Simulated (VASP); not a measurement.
# MgH2 (P1) in VASP: further runs

The runs below take MgH2 through single point, with LDA.

Everything below comes from runs of VASP 6.6.1. Logs are shortened: lines on timing, memory, paths and dates and some standing lists are left out, and cuts for length are marked.

## 1. The cell of the first run

The typed cell holds 6 atoms: a = 6.735 Å, b = 3.367 Å, c = 3.367 Å, α = 60.00°, β = 60.00°, γ = 60.00°.

## 2. Single point, LDA

INCAR

```
PREC = Accurate
ENCUT = 520
EDIFF = 1E-6
ISMEAR = -1
SIGMA = 0.1
LREAL = F
LASPH = T
NELM = 120
ALGO = Normal
ISIF = 2
LWAVE = F
LCHARG = F
NBANDS = 13
GGA_COMPAT = F
```

KPOINTS

```
Automatic mesh
0
Gamma
  2 2 2
  0.5 0.5 0.5
```

POSCAR

```
MgH2
1.0
    0.0000000000      4.7621340000      4.7621340000
    2.3810670000      0.0000000000      2.3810670000
    2.3810670000      2.3810670000      0.0000000000
Mg H
2 4
Direct
   -0.0000310785      0.0043955084     -0.0009940921
    0.4989084725     -0.0147316308      0.0064954073
    0.4238784545      0.8674980586      0.6865585891
    0.1364686504      0.2754185414      0.2094090590
    0.8536095372      0.8577028702      0.7423445035
    0.6131138897      0.2485992624      0.2290387041
```

Potentials or basis: VASP PAW LDA potentials, release 64 (Mg, H).

On the command line:

```console
cat potpaw_LDA.64/Mg/POTCAR potpaw_LDA.64/H/POTCAR > POTCAR
mpirun -np 1 vasp_std > vasp.out
```

OUTCAR:

```text
PREC = Accurate
   ENCUT = 520
   EDIFF = 1E-6
   ISMEAR = -1
   LREAL = F
   LASPH = T
   NELM = 120
   ISIF = 2

 ion  position               nearest neighbor table
   1  1.000  0.004  0.999-   5 1.93   4 2.01   5 2.06   4 2.08   6 2.13   4 2.17   2 3.34   2 3.34
                             2 3.35   2 3.38   2 3.39   2 3.40
   2  0.499  0.985  0.006-   3 1.66   3 1.95   6 1.97   5 1.98   4 2.00   6 2.03   6 2.14   1 3.34
                             1 3.34   1 3.35   1 3.38   1 3.39   1 3.40
   3  0.424  0.867  0.687-   2 1.66   2 1.95
   4  0.136  0.275  0.209-   2 2.00   1 2.01   1 2.08   1 2.17
   5  0.854  0.858  0.742-   1 1.93   2 1.98   1 2.06
   6  0.613  0.249  0.229-   2 1.97   2 2.03   1 2.13   2 2.14

  LATTYP: Found a trigonal (rhomboedric) cell.
 ALAT       =     5.8323991934
 COS(alpha) =     0.8333333333

  Lattice vectors:

 A1 = (   2.3810670000,  -2.3810670000,  -4.7621340000)
 A2 = (   4.7621340000,  -2.3810670000,  -2.3810670000)
 A3 = (   2.3810670000,  -4.7621340000,  -2.3810670000)

Analysis of symmetry for initial positions (statically):
=====================================================================
 Subroutine PRICEL returns:
 Original cell was already a primitive cell.

 Routine SETGRP: Setting up the symmetry group for a
 trigonal (rhombohedral) supercell.

 Subroutine GETGRP returns: Found  1 space group operations
 (whereof  1 operations were pure point group operations)
 out of a pool of 12 trial point group operations.

The static configuration has the point symmetry C_1 .

Analysis of symmetry for dynamics (positions and initial velocities):
=====================================================================
 Subroutine PRICEL returns:
 Original cell was already a primitive cell.

 Routine SETGRP: Setting up the symmetry group for a
 trigonal (rhombohedral) supercell.

 Subroutine GETGRP returns: Found  1 space group operations
 (whereof  1 operations were pure point group operations)
 out of a pool of 12 trial point group operations.

The dynamic configuration has the point symmetry C_1 .

 Subroutine INISYM returns: Found  1 space group operations
 (whereof  1 operations are pure point group operations),
 and found     1 'primitive' translations

----------------------------------------------------------------------------------------

                                     Primitive cell

  volume of cell :      53.9976

[... 97 lines left out ...]
   EFERMI =   0.00;   METHOD = LEGACY
   ISMEAR =    -1;   SIGMA  =   0.10  broadening in eV -4-tet -1-fermi 0-gaus
   EFERMI_NEDOS =   21; number of points for ismear=-14 and -15
   IALGO  =     38    algorithm
   IMIX   =      4    mixing-type and parameters
     AMIX     =   0.40;   BMIX     =  1.00
     AMIX_MAG =   1.60;   BMIX_MAG =  1.00
  volume/ion in A,a.u.               =       9.00        60.73
  Fermi-wavevector in a.u.,A,eV,Ry     =   0.866257  1.636988 10.209818  0.750400
  Thomas-Fermi vector in A             =   1.984619
   LORBIT       =      0    0 simple, 1 ext, 2 COOP (PROOUT), +10 PAW based schemes
   GGA     = CA    functional components
   LHFCALC =     F    Hartree Fock is set to
   AEXX    =    0.0000 exact exchange contribution
   IVDW    =     0    specifies the selected vdW correction
   LEPSILON=     F    determine dielectric tensor
   LRPA    =     F    only Hartree local field effects (RPA)
 non-spin polarized calculation
  energy-cutoff  :      520.00
  volume of cell :       54.00
 maximum number of plane-waves:      1457
 NGX is ok and might be reduce to    50
   NGX = 25   NGY = 13   NGZ = 13

 number of electron       8.0000000 magnetization

 Free energy of the ion-electron system (eV)
  ---------------------------------------------------
  ext. energy  EPLUGINS =         0.00000000
  ---------------------------------------------------
  free energy    TOTEN  =       -17.47593319 eV

  energy without entropy =      -17.47385489  energy(sigma->0) =      -17.47489404

 E-fermi :   2.9671     XC(G=0):  -9.2513

 val. band max:        2.4623312031   @ k =   0.2500   0.2500   0.2500
 cond. band min:       3.5074023195   @ k =  -0.2500   0.5000   0.2500
 fundamental gap:      1.0450711165
 Fermi energy:         2.9671144294

 k-point     1 :       0.2500    0.2500    0.2500
  band No.  band energies     occupation
      1      -6.1789      2.00000
      2      -2.8229      2.00000
      3      -1.6233      2.00000
      4       2.4623      1.98724
      5       4.5694      0.00000
      6       7.1363      0.00000
      7       8.6368      0.00000
      8       9.1498      0.00000
      9       9.7291      0.00000
     10      10.8295      0.00000
     11      13.2479      0.00000
     12      13.6639      0.00000
     13      14.8601      0.00000
[... 162 lines left out ...]
  band No.  band energies     occupation
      1      -4.1332      2.00000
      2      -2.5200      2.00000
      3      -1.1127      2.00000
      4      -0.0526      2.00000
      5       3.5820      0.00426
      6       5.2484      0.00000
      7       5.9790      0.00000
      8       6.7679      0.00000
      9      10.0417      0.00000
     10      10.7688      0.00000
     11      12.9165      0.00000
     12      14.2897      0.00000
     13      15.2345      0.00000

------------------------ aborting loop because EDIFF is reached ----------------------------------------

  FORCE on cell =-STRESS in cart. coord.  units (eV):
  Direction    XX          YY          ZZ          XY          YZ          ZX
  --------------------------------------------------------------------------------------
  -------------------------------------------------------------------------------------
  Total       -0.0521689     -0.1380145     -0.0190632      1.1697307     -0.0210193      0.6693827
  in kB       -1.5479175     -4.0950632     -0.5656289     34.7073648     -0.6236681     19.8614167
  external PRESSURE =      -2.0695365 kB  Pullay stress =       0.0000000 kB

 VOLUME and BASIS-vectors are now :
 -----------------------------------------------------------------------------
  energy-cutoff  :      520.00
  volume of cell :       54.00
      direct lattice vectors                 reciprocal lattice vectors
     0.000000000  4.762134000  4.762134000    -0.104994946  0.104994946  0.104994946
     2.381067000  0.000000000  2.381067000     0.209989891 -0.209989891  0.209989891
     2.381067000  2.381067000  0.000000000     0.209989891  0.209989891 -0.209989891

 POSITION                                       TOTAL-FORCE (eV/Angst)
 -----------------------------------------------------------------------------------
      2.38917      7.14069      4.77245         0.384025     -0.190557      0.123820
      2.36146      2.39133      4.72186         0.619369      0.925579      0.880463
      3.70031      3.65331      4.08414        -1.011316     -1.209924     -1.819136
      1.15441      1.14850      1.30567         0.365167      0.077026      0.055759
      3.80982      5.83257      6.10725        -0.805753      0.139621     -0.157518
      1.13729      3.46509      3.51166         0.448508      0.258255      0.916613
 -----------------------------------------------------------------------------------
    total drift:                               -0.000157      0.000064     -0.000345

  FREE ENERGIE OF THE ION-ELECTRON SYSTEM (eV)
  ---------------------------------------------------
  free  energy   TOTEN  =       -17.4759331897 eV

  energy  without entropy=      -17.4738548852  energy(sigma->0) =      -17.47489404
```

stdout:

```text
POSCAR found type information on POSCAR MgH
 POSCAR found :  2 types and       6 ions
 scaLAPACK will be used
 LDA part: xc-table for (Slater(with rela. corr.)+CA(PZ))
 , standard interpolation
 POSCAR, INCAR and KPOINTS ok, starting setup
 FFT: planning ... GRIDC
 FFT: planning ... GRID_SOFT
 FFT: planning ... GRID
 WAVECAR not read
 entering main loop
```

It took 7.7 s on 1 thread of AMD EPYC 9R45 (Zen 5), shared host; peak memory 0.12 GiB.

What came out:

- Free energy: -17.4759 eV
- Pressure: -0.2 GPa
- Largest force: 2.407 eV/Å
- Band gap on the k mesh: 1.05 eV (least direct gap 2.10 eV)

Forces on the atoms (eV/Å):
```
Mg   0.384 -0.191  0.124
Mg   0.619  0.926  0.880
H   -1.011 -1.210 -1.819
H    0.365  0.077  0.056
H   -0.806  0.140 -0.158
H    0.449  0.258  0.917
```

Levels at points of the mesh, in eV from the valence-band top:
| k point | band 2 | band 3 | band 4 | band 5 | band 6 | band 7 |
| --- | --- | --- | --- | --- | --- | --- |
| (0.25, 0.25, 0.25) | -5.29 | -4.09 | 0.00 | 2.11 | 4.67 | 6.17 |

Caveat: the k points lie up to 1.09 Å⁻¹ apart; a shifted mesh leaves out Γ, where band edges can lie; forces of over 1 eV/Å act on the atoms, so gaps and moduli don't describe the material at rest. A k mesh can miss the band edges.

## 3. Single point, LDA

Edit INCAR of step 2 so:

```diff
@@ -1,3 +1,3 @@
 PREC = Accurate
-ENCUT = 520
+ENCUT = 400
 EDIFF = 1E-6
@@ -14 +14,2 @@
 GGA_COMPAT = F
+ISYM = -1
```

KPOINTS

```
explicit points
4
Reciprocal
  0.25000000   0.25000000   0.25000000 2
  0.25000000   0.25000000   0.75000000 2
  0.25000000   0.75000000   0.25000000 2
  0.25000000   0.75000000   0.75000000 2
```

POSCAR is that of step 2.

Potentials or basis: VASP PAW LDA potentials, release 64 (Mg, H).

On the command line:

```console
cat potpaw_LDA.64/Mg/POTCAR potpaw_LDA.64/H/POTCAR > POTCAR
mpirun -np 1 vasp_std > vasp.out
```

Wall time 3.2 s (1 thread of Intel Xeon Platinum 8488C (Sapphire Rapids), shared host); peak memory 0.14 GiB.

Results (log left out):

```yaml
Free_energy: -17.4547 eV
Pressure: -0.9 GPa
Largest_force: 2.492 eV/Å
Band_gap_on_the_k_mesh: 1.22 eV (least direct gap 2.11 eV)
```

Forces on the atoms (eV/Å):
```
Mg   0.376 -0.199  0.112
Mg   0.629  0.914  0.884
H   -1.045 -1.252 -1.884
H    0.366 -0.092 -0.055
H   -0.734  0.330 -0.029
H    0.409  0.299  0.972
```

Stress tensor (GPa, compression positive):
```
-0.14  4.80  3.59
 4.80 -1.26  3.80
 3.59  3.80 -1.27
```

Levels at points of the mesh, in eV from the valence-band top:
```tsv
k point	band 1	band 2	band 3	band 4	band 5	band 6	band 7	band 8
(0.25, 0.25, 0.25)	-8.64	-5.27	-4.07	0.00	2.11	4.68	6.19	6.70
```

Caveat: a shifted mesh leaves out Γ, where band edges can lie; forces of over 1 eV/Å act on the atoms, so gaps and moduli don't describe the material at rest. A k mesh can miss the band edges.
